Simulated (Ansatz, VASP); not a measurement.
# One calculation of SnO2, two programs

```xyz
9
Lattice="5.9787 0.0000 0.0000 -2.9893 5.1777 0.0000 0.0000 0.0000 6.5827" Properties=species:S:1:pos:R:3 pbc="T T T"
Sn   -1.4947    2.5888    2.1942
Sn    1.4947    2.5888    4.3885
Sn    2.9893    0.0000    0.0000
O     1.2192    4.1557    5.4856
O     2.9893    3.1337    3.2914
O     4.2085    1.0220    1.0971
O     1.7701    1.0220    5.4856
O     0.0000    2.0440    3.2914
O    -1.2192    4.1557    1.0971
```

Alike in both runs: functional PBEsol; k mesh 6 × 6 × 4; occupations gaussian, width 0.02 eV; no spin polarisation.

Ansatz relaxed the structure, and its values are those at the end. VASP's run is a single point on that final structure, the one shown.

|  | VASP | Ansatz |
| --- | --- | --- |
| version | VASP 6.6.1 | Ansatz 0.2.0 |
| potentials or method | VASP PAW PBE potentials, release 64 (Sn_d, O), cutoff 520 eV | scalar-relativistic, plane waves, PAW |
| valence electrons in the cell | 78 | 78 |

Ansatz gave:

| Property | Result |
| --- | --- |
| gap on the k mesh at the Fermi level (eV) | 1.97 |
| least direct gap on the mesh (eV) | 2.02 |
| pressure (GPa) | 0.0 |
| rms of the force components (eV/Å) | 0.004 |

Q: Which values does VASP return?

A: gap on the k mesh at the Fermi level (eV): 1.95; least direct gap on the mesh (eV): 2.01; pressure (GPa): 0.2; rms of the force components (eV/Å): 0.009.

VASP's potentials were made for PBE, not for PBEsol. With one functional, cell and mesh, what is left measures potentials, basis and numerics.
